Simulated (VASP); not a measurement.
A run of VASP 6.6.1:

The input INCAR:

```
SYSTEM = H3CCl
ALGO = Normal
EDIFF = 1E-6
ENCUT = 520
GGA = CA
ISIF = 2
ISMEAR = -1
LASPH = .True.
LCHARG = .False.
LREAL = Auto
LWAVE = .False.
NBANDS = 82
NELM = 60
PREC = Accurate
SIGMA = 0.02
```

Contents of KPOINTS:

```
k-points
0
Gamma
  1 1 1
  0 0 0
```

Contents of POSCAR:

```
H3CCl
1.0
    8.7171280000      0.0000000000      0.0000000000
    0.0000000000      8.7171280000      0.0000000000
    0.0000000000      0.0000000000      8.7171280000
C Cl H
8 8 24
Direct
   -0.0032808971      0.4896681568      0.0563603058
    0.2965540944      0.8166107002      0.7451995657
    0.7200536691      1.0178352320      0.5255285915
    0.3789092004      0.3324374725      0.9479727727
    0.6567644756      0.4784488653      0.6486998929
    0.5370117314      0.5245420281      0.2441629858
    0.3246711532      0.1783500254      0.5587505426
    0.0822862759      0.9093476659      0.1479042180
    0.1054016873      0.4233045563      0.2137057067
    0.2795645538      0.6159826952      0.7473447677
    0.6449027707      1.0227680493      0.7200766124
    0.3596712128      0.1369946615      1.0012471998
    0.7114958046      0.6418168920      0.7668580753
    0.7029608834      0.4114772664      0.3096203245
    0.3188779607      0.0694380076      0.3939715007
    0.2492105198      0.7978315794      0.1427075523
   -0.1238940165      0.4902187968      0.1108736731
    0.0382350701      0.6103156911      0.0411488738
    0.0207178328      0.4091599894     -0.0442003375
    0.4097679878      0.8389575099      0.8003782897
    0.2967835278      0.8502341597      0.6213055493
    0.2123405782      0.8916468819      0.8024546617
    0.6238522596      1.0420863385      0.4497696948
    0.8205798974      1.0875141446      0.5145960917
    0.7639327999      0.8951342690      0.5112234213
    0.3179946423      0.4072327491      1.0262898514
    0.4950139541      0.3749514748      0.9538347951
    0.3351447862      0.3550940172      0.8262124865
    0.5482080795      0.5249779515      0.6123461764
    0.7322251090      0.4642010534      0.5537488953
    0.6360007562      0.3953366292      0.7338999726
    0.5751320848      0.5840799860      0.1444856609
    0.4490355080      0.4356365996      0.2057558407
    0.4742617064      0.5976739128      0.3207019560
    0.3518475351      0.0911194604      0.6521528650
    0.4183373239      0.2615425631      0.5445830324
    0.2135909901      0.2399528836      0.5764054400
    0.0397608020      0.9123647146      0.0307670141
   -0.0023861070      0.8496261613      0.2235483981
    0.1131794784      1.0209325824      0.1915539155
```

Potentials or basis: VASP PAW LDA potentials, release 64 (C, Cl, H).

Command:

```console
$ cat potpaw_LDA.64/C/POTCAR potpaw_LDA.64/Cl/POTCAR potpaw_LDA.64/H/POTCAR > POTCAR
$ mpirun -np 1 vasp_gam > vasp.out
```

Hardware: 1 thread of Intel(R) Xeon(R) Platinum 8259CL CPU @ 2.50GHz (Skylake/Cascade Lake), on a shared host.

Q: How long does it take, and how much memory?

A: Run time: 2.4 min on 1 thread of Intel(R) Xeon(R) Platinum 8259CL CPU @ 2.50GHz (Skylake/Cascade Lake) (shared host), peak memory 0.49 GiB. Counts: scf iterations 18, k points 1.
